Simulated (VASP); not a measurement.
Write the native input for VASP 6.6.1 that does the following.

- Task: single point
- Functional: PBE
- Dispersion: D3(BJ)
- Potentials or basis: VASP PAW PBE potentials, release 64 (O, C, H)
- Cutoff: 520 eV
- k mesh: 1 × 1 × 1
- Occupations: fermi-dirac, width 0.05 eV
- Spin: no spin polarisation
- Dipole correction: no
- Further INCAR settings: LREAL = Auto; ALGO = Normal; EDIFF = 1e-06; NBANDS = 75

The structure of H2CO2 lies in POSCAR:

```
H2CO2
1.0
    7.2304270000      0.0000000000      0.0000000000
    0.0000000000      7.2304270000      0.0000000000
    0.0000000000      0.0000000000      7.2304270000
O C H
12 6 12
Direct
    0.3578211909      0.2244819013      0.8685240858
    0.3688578835      0.3242823695      0.5772411505
    0.7971036842      0.2307747523      0.3303954248
    0.9908266829      0.4773438692      0.3061229994
    0.3766167614      0.8120682223      0.6553416555
    0.6456188549      0.7901469720      0.5053920052
    1.0449452017      0.4775928171      0.8400472061
    0.7642840457      0.4031297183      0.7247981343
    0.4024520267      0.6268786062      0.0465532672
    0.5006481637      0.3858969878      0.2272341592
    0.7667873557      0.8929486460      1.0206727763
    0.9837178358      0.9896787562      0.8135895709
    0.4385218190      0.2327939968      0.7108847099
    0.9538994032      0.3211566896      0.3574754299
    0.4839824813      0.8292179701      0.5015748033
    0.8643196315      0.4281628180      0.8563809579
    0.4106673091      0.5390414702      0.1921739892
    0.9318675093      0.9588368709      0.9708555249
    0.2507874016      0.3122775460      0.8766425551
    0.5662736101      0.1534210912      0.6964180677
    0.6973308769      0.3128031028      0.2727916346
    1.0534370930      0.2316875615      0.4328236769
    0.2495841532      0.8535180564      0.6334204052
   -0.5886927563      2.8842418297      1.3779545800
    1.0671430608      0.5013396857      0.7078835040
    0.8254699204      0.4167941949      1.0035645198
    0.4396420848      0.3348349966     -0.5552369175
    0.3258175485      0.5872543904      0.3117104979
    0.6940807230      0.8581374240      0.9111218466
    1.0164130002      0.9829018397      1.0958412276
```

One way to write it, as run:

INCAR

```
  ALGO = Normal
  EDIFF = 1E-6
  ENCUT = 520
  GGA = PE
  ISIF = 2
  ISMEAR = -1
  IVDW = 12
  LASPH = True
  LCHARG = False
  LREAL = Auto
  LWAVE = False
  NBANDS = 75
  NELM = 100
  PREC = Accurate
  SIGMA = 0.05
```

KPOINTS

```
k-points
0
Gamma
  1 1 1
```

Potentials or basis: VASP PAW PBE potentials, release 64 (O, C, H).

Launch:

```bash
$ cat potpaw_PBE.64/O/POTCAR potpaw_PBE.64/C/POTCAR potpaw_PBE.64/H/POTCAR > POTCAR
$ mpirun -np 1 vasp_gam > vasp.out
```

It gave:

The pressure is -0.4 GPa. The largest force is 1.104 eV/Å and the band gap on the k mesh is 2.43 eV. The dispersion energy per atom is -0.046 eV.

Caveat: the k points lie up to 0.87 Å⁻¹ apart.

It took 35 s on 1 thread of Intel(R) Xeon(R) 6975P-C (Granite Rapids), with other jobs on the host, peak memory 0.34 GiB.
